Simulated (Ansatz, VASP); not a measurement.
Al3B2Sb in VASP and in Ansatz

INCAR

```
PREC     = Accurate       # precision mode
ENCUT    = 520            # plane-wave cutoff, eV
EDIFF    = 1E-7           # SCF threshold, eV
ISMEAR   = 0              # smearing method
SIGMA    = 0.2            # smearing width, eV
LREAL    = F              # projectors in reciprocal space
LASPH    = T              # aspherical terms in the spheres
NELM     = 80             # most SCF steps
ALGO     = Normal         # electronic algorithm
ISIF     = 2              # what is computed and relaxed
LWAVE    = F              # write WAVECAR
LCHARG   = F              # write CHGCAR
GGA      = PE             # functional
NBANDS   = 32             # bands
```

The input KPOINTS:

```
regular mesh
0
Gamma
  12 12 1
```

Contents of POSCAR:

```
Al3B2Sb
1.0
    3.0644336201      0.0000000000      0.0000000000
   -1.5322168100      2.6538773632      0.0000000000
    0.0000000000      0.0000000000     21.5758857312
Al B Sb
6 4 2
Direct
    0.0000000000      0.0000000000      0.0705946020
    0.0000000000      0.0000000000      0.5705946020
    0.0000000000      0.0000000000      0.4155410444
    0.0000000000      0.0000000000      0.9155410444
    0.6666666667      0.3333333333      0.3133676195
    0.6666666667      0.3333333333      0.8133676195
    0.3333333333      0.6666666667      0.4922096369
    0.3333333333      0.6666666667      0.9922096369
    0.6666666667      0.3333333333      0.4958431355
    0.6666666667      0.3333333333      0.9958431355
    0.3333333333      0.6666666667      0.1874439618
    0.3333333333      0.6666666667      0.6874439618
```

Input for Ansatz:

```yaml
crystal:
  lattice:
    - [3.0644336201, 0.0, 0.0]
    - [-1.53221681, 2.6538773632, 0.0]
    - [0.0, 0.0, 21.5758857312]
  atoms:
    - { symbol: Al, position: [0.0, 0.0, 0.070594602] }
    - { symbol: Al, position: [0.0, 0.0, 0.570594602] }
    - { symbol: Al, position: [0.0, 0.0, 0.4155410444] }
    - { symbol: Al, position: [0.0, 0.0, 0.9155410444] }
    - { symbol: Al, position: [0.6666666667, 0.3333333333, 0.3133676195] }
    - { symbol: Al, position: [0.6666666667, 0.3333333333, 0.8133676195] }
    - { symbol: B, position: [0.3333333333, 0.6666666667, 0.4922096369] }
    - { symbol: B, position: [0.3333333333, 0.6666666667, 0.9922096369] }
    - { symbol: B, position: [0.6666666667, 0.3333333333, 0.4958431355] }
    - { symbol: B, position: [0.6666666667, 0.3333333333, 0.9958431355] }
    - { symbol: Sb, position: [0.3333333333, 0.6666666667, 0.1874439618] }
    - { symbol: Sb, position: [0.3333333333, 0.6666666667, 0.6874439618] }
basis:
  ecutwfc: 420
kpoints:
  mp_grid: { grid: [12, 12, 1] }
hamiltonian:
  xc: pbe
scf:
  occupations: { method: gaussian, width: 0.2 }
  lower_state_search: "off"
output:
  forces: true
  stress: true
  eigenvalues: true
```

Alike in both runs: task single point; functional PBE; k mesh 12 × 12 × 1; occupations gaussian, width 0.2 eV; no spin polarisation.

```csv
,VASP,Ansatz
version,VASP 6.6.1,Ansatz 0.2.0
potentials or method,"VASP PAW PBE potentials, release 64 (Al, B, Sb), cutoff 520 eV","scalar-relativistic, plane waves, PAW"
valence electrons in the cell,40,60
```

Ansatz gave:

- gap on the k mesh at the Fermi level (eV): none
- pressure (GPa): 0.1
- traceless stress, the component that is largest in VASP (GPa): 0.94
- rms of the force components (eV/Å): 0.018

Task: Which values does VASP return?

Result: gap on the k mesh at the Fermi level (eV): none; pressure (GPa): 0.1; traceless stress, the component that is largest in VASP (GPa): 0.92; rms of the force components (eV/Å): 0.021.

Atom by atom the forces differ by 0.004 eV/Å (rms over components). A gap of «none» marks a metal or a gap that the smearing closes. VASP's potentials hold 40 valence electrons a cell and Ansatz's 60, so a difference there can come from the potentials and not from the codes.

Neither program's run includes spin-orbit coupling.
